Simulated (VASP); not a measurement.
Set up this calculation in VASP 6.6.1, as the native input.

| Item | Value |
| --- | --- |
| Task | single point |
| Functional | PBE |
| Potentials or basis | VASP PAW PBE potentials, release 64 (Hf_pv, B) |
| Cutoff | 500 eV |
| k mesh | 9 × 9 × 8 |
| Occupations | fermi-dirac, width 0.0680285 eV |
| Spin | no spin polarisation |
| Dipole correction | no |
| Further INCAR settings | ALGO = Normal; EDIFF = 1e-06; NBANDS = 15 |

The structure of HfB2 lies in POSCAR:

```
HfB2
1.0
    3.1326790839      0.0000000000      0.0000000000
   -1.5663395419      2.7129796685      0.0000000000
    0.0000000000      0.0000000000      3.4792139900
Hf B
1 2
Direct
    0.0000000000      0.0000000000      0.0000000000
    0.3333333333      0.6666666667      0.5000000000
    0.6666666667      0.3333333333      0.5000000000
```

The input as run:

INCAR

```
ALGO = Normal ; EDIFF = 1E-6
ENCUT = 500 ; GGA = PE
GGA_COMPAT = F ; ISIF = 2
ISMEAR = -1 ; LASPH = T
LCHARG = F ; LREAL = F
LWAVE = F ; NBANDS = 15
NELM = 120 ; PREC = Accurate
SIGMA = 0.06802846561497
```

KPOINTS

```
k-points
0
Gamma
  9 9 8
```

Potentials or basis: VASP PAW PBE potentials, release 64 (Hf_pv, B).

The run is started by

```console
$ cat potpaw_PBE.64/Hf_pv/POTCAR potpaw_PBE.64/B/POTCAR > POTCAR
$ mpirun -np 1 vasp_std > vasp.out
```

Results of the run:

```json
{"Pressure": "2.4 GPa", "Band gap on the k mesh": "zero (band 8 reaches 8.32 eV, above the bottom of band 9 at 7.61 eV)"}
```

Caveat: spin-orbit coupling is left out, which moves the levels of the heavy elements.

It took 22 s on 1 thread of AMD EPYC 9R45 (Zen 5), on a shared host, peak memory 0.12 GiB.
